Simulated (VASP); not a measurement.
Write the native input for VASP 6.6.1 that does the following.

```yaml
Task: single point
Functional: LDA
Potentials_or_basis: VASP PAW LDA potentials, release 64 (Ge_d)
Cutoff: 520 eV
k_mesh: 12 × 12 × 12
Occupations: gaussian, width 0.05 eV
Spin: no spin polarisation
Dipole_correction: no
Further_INCAR_settings: ALGO = Normal; EDIFF = 1e-07; NBANDS = 21
```

The structure of Ge lies in POSCAR:

```
Ge
1.0
   -0.0129126518      2.8236998482      2.8236998482
    2.8236998482     -0.0129126518      2.8236998482
    2.8236998482      2.8236998482     -0.0129126518
Ge
2
Direct
   -0.0002808244     -0.0002808244     -0.0002808244
    0.2502808244      0.2502808244      0.2502808244
```

These files were run (other wordings do the same):

INCAR

```
PREC = Accurate
ENCUT = 520
EDIFF = 1E-7
ISMEAR = 0
SIGMA = 0.05
LREAL = False
LASPH = True
NELM = 60
ALGO = Normal
ISIF = 2
LWAVE = False
LCHARG = False
GGA = CA
NBANDS = 21
```

KPOINTS

```
Automatic mesh
0
Gamma
  12 12 12
```

Potentials or basis: VASP PAW LDA potentials, release 64 (Ge_d).

Launch:

```console
$ cat potpaw_LDA.64/Ge_d/POTCAR > POTCAR
$ mpirun -np 1 vasp_std > vasp.out
```

It gave:

| Quantity | Value |
| --- | --- |
| Pressure | -1.3 GPa |
| Largest force | 0.007 eV/Å |

Wall time 120 s on 1 thread of Intel(R) Xeon(R) Platinum 8488C (Sapphire Rapids), on a shared host, peak memory 0.25 GiB.
